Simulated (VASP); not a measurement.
Here is a VASP 6.6.1 calculation.

The input INCAR:

```
SYSTEM = Zn12H
PREC = Accurate ; ENCUT = 520
EDIFF = 1E-6 ; ISMEAR = -1
SIGMA = 0.05 ; LREAL = .FALSE.
LASPH = .TRUE. ; NELM = 80
ALGO = Normal ; ISIF = 2
LWAVE = .FALSE. ; LCHARG = .FALSE.
GGA = PE ; NBANDS = 84
```

File KPOINTS:

```
Automatic mesh
0
G
  3 2 3
  0 0 0
```

The input POSCAR:

```
Zn12H
1.0
    5.3200000000      0.0000000000      0.0000000000
   -3.9900000000      6.9108830000      0.0000000000
    0.0000000000      0.0000000000      4.9369600000
Zn H
12 1
Direct
   -0.0427821180     -0.0576192652      0.0108973943
    0.2085651873      0.2714703751      0.5640920729
   -0.0779526564      0.2486947037      0.0393562030
    0.2414988632      0.5631263038      0.4091181618
   -0.0608012192      0.6198339633     -0.1746621403
    0.1703388903      0.9624819289      0.4787966684
    0.4188997924     -0.1143992743      0.1031809048
    0.7145642172      0.2295943948      0.5416693674
    0.4679821931      0.2983120970      0.1274063391
    0.7372969739      0.6242907021      0.3626320651
    0.4273096425      0.5871897990     -0.1147062160
    0.6586336550      0.9055716903      0.5860894153
   -0.0285897759      0.5805770406      0.1705908089
```

Potentials or basis: VASP PAW PBE potentials, release 64 (Zn, H).

Run with:

```sh
$ cat potpaw_PBE.64/Zn/POTCAR potpaw_PBE.64/H/POTCAR > POTCAR
$ mpirun -np 1 vasp_std > vasp.out
```

Question: What does it give for the pressure?

Answer: 7.5 GPa.

Question: What does it give for the largest force?

Answer: 1.449 eV/Å.

Forces in eV/Å, atoms in the order of the input:
```
Zn   0.352  0.043 -0.171
Zn   0.440 -0.228  1.053
Zn  -0.068  0.035 -0.098
Zn  -1.343  0.418 -0.347
Zn   0.234 -0.098 -0.221
Zn   0.614 -0.373  0.473
Zn   0.082  0.492 -0.484
Zn  -0.868  0.591  0.135
Zn   0.012 -0.653 -1.088
Zn   0.277  0.259  0.166
Zn   0.142 -0.132  0.253
Zn  -0.277 -0.256 -0.022
H    0.402 -0.097  0.352
```

Caveat: the k points lie up to 0.45 Å⁻¹ apart.
